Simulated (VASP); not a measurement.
# TaN (P6_3mc) in VASP: a series of runs, part 2 of 2

VASP 6.6.1. Earlier steps stand in the parts before.

**4. Electric field gradients, PBEsol (zz strain of +3 %)**

File INCAR:

```
SYSTEM = TaN
  PREC = Accurate
  ENCUT = 520
  EDIFF = 1E-8
  ISMEAR = -1
  SIGMA = 0.01
  LREAL = .False.
  LASPH = .True.
  NELM = 120
  ALGO = Normal
  ISIF = 2
  LWAVE = .False.
  LCHARG = .False.
  GGA = PS
  LEFG = .True.
  NBANDS = 24
  GGA_COMPAT = .False.
```

File KPOINTS:

```
Automatic mesh
0
Gamma
  9 9 5
  0 0 0
```

File POSCAR:

```
TaN
1.0
    3.0500010905      0.0000000000      0.0000000000
   -1.5250005453      2.6413784260      0.0000000000
    0.0000000000      0.0000000000      5.0882000000
Ta N
2 2
Direct
    0.3333333333      0.6666666667      0.0000000000
    0.6666666667      0.3333333333      0.5000000000
    0.3333333333      0.6666666667      0.3850000000
    0.6666666667      0.3333333333      0.8850000000
```

Potentials or basis: VASP PAW PBE potentials, release 64 (Ta_pv, N).

Command:

```sh
> cat potpaw_PBE.64/Ta_pv/POTCAR potpaw_PBE.64/N/POTCAR > POTCAR
> mpirun -np 1 vasp_std > vasp.out
```

OUTCAR:

```text
SYSTEM = TaN
   PREC = Accurate
   ENCUT = 520
   EDIFF = 1E-8
   ISMEAR = -1
   LREAL = .False.
   LASPH = .True.
   NELM = 120
   ISIF = 2
   GGA = PS

 ion  position               nearest neighbor table
   1  0.333  0.667  0.000-   4 1.86   4 1.86   4 1.86   3 1.96   2 3.09   2 3.09   2 3.09   2 3.09
                             2 3.09   2 3.09
   2  0.667  0.333  0.500-   3 1.86   3 1.86   3 1.86   4 1.96   1 3.09   1 3.09   1 3.09   1 3.09
                             1 3.09   1 3.09
   3  0.333  0.667  0.385-   2 1.86   2 1.86   2 1.86   1 1.96
   4  0.667  0.333  0.885-   1 1.86   1 1.86   1 1.86   2 1.96

  LATTYP: Found a hexagonal cell.
 ALAT       =     3.0500010905
 C/A-ratio  =     1.6682616986

  Lattice vectors:

 A1 = (   3.0500010905,   0.0000000000,   0.0000000000)
 A2 = (  -1.5250005453,   2.6413784260,   0.0000000000)
 A3 = (   0.0000000000,   0.0000000000,   5.0882000000)

Analysis of symmetry for initial positions (statically):
=====================================================================
 Subroutine PRICEL returns:
 Original cell was already a primitive cell.

 Routine SETGRP: Setting up the symmetry group for a
 hexagonal supercell.

 Subroutine GETGRP returns: Found 12 space group operations
 (whereof  6 operations were pure point group operations)
 out of a pool of 24 trial point group operations.

The static configuration has the point symmetry C_3v.
 The point group associated with its full space group is C_6v.

Analysis of symmetry for dynamics (positions and initial velocities):
=====================================================================
 Subroutine PRICEL returns:
 Original cell was already a primitive cell.

 Routine SETGRP: Setting up the symmetry group for a
 hexagonal supercell.

 Subroutine GETGRP returns: Found 12 space group operations
 (whereof  6 operations were pure point group operations)
 out of a pool of 24 trial point group operations.

The dynamic configuration has the point symmetry C_3v.
 The point group associated with its full space group is C_6v.

 Subroutine INISYM returns: Found 12 space group operations
 (whereof  6 operations are pure point group operations),
 and found     1 'primitive' translations

----------------------------------------------------------------------------------------

                                     Primitive cell

  volume of cell :      40.9916

  direct lattice vectors                    reciprocal lattice vectors
     3.050001090  0.000000000  0.000000000     0.327868735  0.189295103  0.000000000
    -1.525000545  2.641378426  0.000000000     0.000000000  0.378590205  0.000000000
     0.000000000  0.000000000  5.088200000     0.000000000  0.000000000  0.196533155

  length of vectors
     3.050001090  3.050001091  5.088200000     0.378590205  0.378590205  0.196533155

  position of ions in fractional coordinates (direct lattice)
     0.333333333  0.666666667  0.000000000
     0.666666667  0.333333333  0.500000000
     0.333333333  0.666666667  0.385000000
     0.666666667  0.333333333  0.885000000

  ion indices of the primitive-cell ions
   primitive index   ion index
[... 86 lines left out ...]
   PSTRESS=    0.0 pullay stress
   NELECT =      32.0000    total number of electrons
   NUPDOWN=      -1.0000    fix difference up-down
   EMIN   =  10.00;   EMAX   =-10.00  energy-range for DOS
   EFERMI =   0.00;   METHOD = LEGACY
   ISMEAR =    -1;   SIGMA  =   0.01  broadening in eV -4-tet -1-fermi 0-gaus
   EFERMI_NEDOS =   21; number of points for ismear=-14 and -15
   IALGO  =     38    algorithm
   IMIX   =      4    mixing-type and parameters
     AMIX     =   0.40;   BMIX     =  1.00
     AMIX_MAG =   1.60;   BMIX_MAG =  1.00
  volume/ion in A,a.u.               =      10.25        69.16
  Fermi-wavevector in a.u.,A,eV,Ry     =   1.507393  2.848560 30.915625  2.272234
  Thomas-Fermi vector in A             =   2.617985
   LORBIT       =      0    0 simple, 1 ext, 2 COOP (PROOUT), +10 PAW based schemes
   GGA     = PS    functional components
   LHFCALC =     F    Hartree Fock is set to
   AEXX    =    0.0000 exact exchange contribution
   IVDW    =     0    specifies the selected vdW correction
   LEPSILON=     F    determine dielectric tensor
   LRPA    =     F    only Hartree local field effects (RPA)
 non-spin polarized calculation
  energy-cutoff  :      520.00
  volume of cell :       40.99
 maximum number of plane-waves:      1117
 NGX is ok and might be reduce to    24
   NGX = 11   NGY = 11   NGZ = 19

 number of electron      32.0000003 magnetization

 Free energy of the ion-electron system (eV)
  ---------------------------------------------------
  ext. energy  EPLUGINS =         0.00000000
  ---------------------------------------------------
  free energy    TOTEN  =       -41.55619896 eV

  energy without entropy =      -41.55541684  energy(sigma->0) =      -41.55580790

 E-fermi :   9.2717     XC(G=0): -13.5336

 val. band max:        9.2560623262   @ k =   0.3333  -0.0000   0.2000
 cond. band min:       9.2763148881   @ k =   0.3333  -0.0000   0.4000
 fundamental gap:      0.0202525618
 Fermi energy:         9.2716763126

 k-point     1 :       0.0000    0.0000    0.0000
  band No.  band energies     occupation
      1     -26.6448      2.00000
      2     -25.7079      2.00000
      3     -25.7079      2.00000
      4     -25.5592      2.00000
      5     -25.5592      2.00000
      6     -25.4948      2.00000
[... 637 lines left out ...]
     23      16.8308      0.00000
     24      16.8308      0.00000

 [... further k-points ...]
[... 5 lines left out ...]
  --------------------------------------------------------------------------------------
  -------------------------------------------------------------------------------------
  Total       31.4891422     31.4891422     22.3551289     -0.0000000      0.0000000      0.0000000
  in kB     1230.7691974   1230.7691974    873.7616243     -0.0000000      0.0000000      0.0000000
  external PRESSURE =    1111.7666730 kB  Pullay stress =       0.0000000 kB

 VOLUME and BASIS-vectors are now :
 -----------------------------------------------------------------------------
  energy-cutoff  :      520.00
  volume of cell :       40.99
      direct lattice vectors                 reciprocal lattice vectors
     3.050001090  0.000000000  0.000000000     0.327868735  0.189295103  0.000000000
    -1.525000545  2.641378426  0.000000000     0.000000000  0.378590205  0.000000000
     0.000000000  0.000000000  5.088200000     0.000000000  0.000000000  0.196533155

 POSITION                                       TOTAL-FORCE (eV/Angst)
 -----------------------------------------------------------------------------------
     -0.00000      1.76092      0.00000         0.000000     -0.000000      3.630997
      1.52500      0.88046      2.54410        -0.000000      0.000000      3.630997
     -0.00000      1.76092      1.95896        -0.000000      0.000000     -3.630997
      1.52500      0.88046      4.50306         0.000000      0.000000     -3.630997
 -----------------------------------------------------------------------------------
    total drift:                                0.000000      0.000000     -0.000206

  FREE ENERGIE OF THE ION-ELECTRON SYSTEM (eV)
  ---------------------------------------------------
  free  energy   TOTEN  =       -41.5561989559 eV

  energy  without entropy=      -41.5554168405  energy(sigma->0) =      -41.55580790

 Electric field gradients (V/A^2)
---------------------------------------------------------------------
 ion       V_xx      V_yy      V_zz      V_xy      V_xz      V_yz
---------------------------------------------------------------------
   1     -77.372   -77.373   154.745    -0.000     0.000    -0.000
   2     -77.372   -77.373   154.745    -0.000    -0.000     0.000
   3      -5.281    -5.280    10.561     0.001     0.000    -0.000
   4      -5.281    -5.280    10.561     0.001    -0.000     0.000
---------------------------------------------------------------------

 Electric field gradients after diagonalization (V/A^2)
 (convention: |V_zz| > |V_xx| > |V_yy|)
----------------------------------------------------------------------
 ion       V_xx      V_yy      V_zz     asymmetry (V_yy - V_xx)/ V_zz
----------------------------------------------------------------------
   1     -77.373   -77.372   154.745       0.000
   2     -77.373   -77.372   154.745       0.000
   3      -5.281    -5.280    10.561       0.000
   4      -5.281    -5.280    10.561       0.000
----------------------------------------------------------------------

           NMR quadrupolar parameters

 Cq : quadrupolar parameter    Cq=e*Q*V_zz/h
 eta: asymmetry parameters     (V_yy - V_xx)/ V_zz
 Q  : nuclear electric quadrupole moment in mb (millibarn)
----------------------------------------------------------------------
 ion       Cq(MHz)       eta       Q (mb)
----------------------------------------------------------------------
   1       0.374       0.000       1.000
   2       0.374       0.000       1.000
   3       0.026       0.000       1.000
   4       0.026       0.000       1.000
----------------------------------------------------------------------
```

stdout:

```text
POSCAR found type information on POSCAR TaN
 POSCAR found :  2 types and       4 ions
 scaLAPACK will be used
 -----------------------------------------------------------------------------
|                                                                             |
|                                                                             |
|     You enforced a specific xc type in the INCAR file but a different       |
|     I HOPE YOU KNOW WHAT YOU ARE DOING!                                     |
|                                                                             |
 -----------------------------------------------------------------------------

 LDA part: xc-table for (Slater+PW92), standard interpolation
 POSCAR, INCAR and KPOINTS ok, starting setup
 FFT: planning ... GRIDC
 FFT: planning ... GRID_SOFT
 FFT: planning ... GRID
 WAVECAR not read
 entering main loop
ion   1

ion   2

ion   3

ion   4
```

It took 14 s on 1 thread of Intel Xeon 6975P-C (Granite Rapids), shared host; peak memory 0.17 GiB.

Results:

```
Free energy            : -41.5562 eV
Pressure               : 111.2 GPa
Largest force          : 3.631 eV/Å
Band gap on the k mesh : zero (band 16 reaches 9.87 eV, above the bottom of band 17 at 7.64 eV)
```

Forces in eV/Å, atoms in the order of the input:
```
Ta   0.000  0.000  3.631
Ta   0.000  0.000  3.631
N    0.000  0.000 -3.631
N    0.000  0.000 -3.631
```

Levels at points of the mesh, in eV from the Fermi level:
| k point | band 12 | band 13 | band 14 | band 15 | band 16 | band 17 | band 18 | band 19 | band 20 | band 21 |
| --- | --- | --- | --- | --- | --- | --- | --- | --- | --- | --- |
| (0.00, 0.00, 0.00) | -7.76 | -7.76 | -7.73 | -0.62 | -0.62 | -0.40 | 2.25 | 2.58 | 2.58 | 4.56 |

Electric field gradients, principal values (V/Å²):
| atom | least | middle | greatest (by size) |
| --- | --- | --- | --- |
| 1 Ta | -77.372 | -77.373 | 154.745 |
| 2 Ta | -77.372 | -77.373 | 154.745 |
| 3 N | -5.280 | -5.281 | 10.561 |
| 4 N | -5.280 | -5.281 | 10.561 |

Caveat: the cell differs from its parent crystal (zz strain of +3 %); without QUAD_EFG the Cq values of the log hold for a quadrupole moment of 1 mb, not for the nuclei; the PAW data sets were made with another functional, which shifts forces and pressure a little; spin-orbit coupling is left out, which moves the levels of the heavy elements.
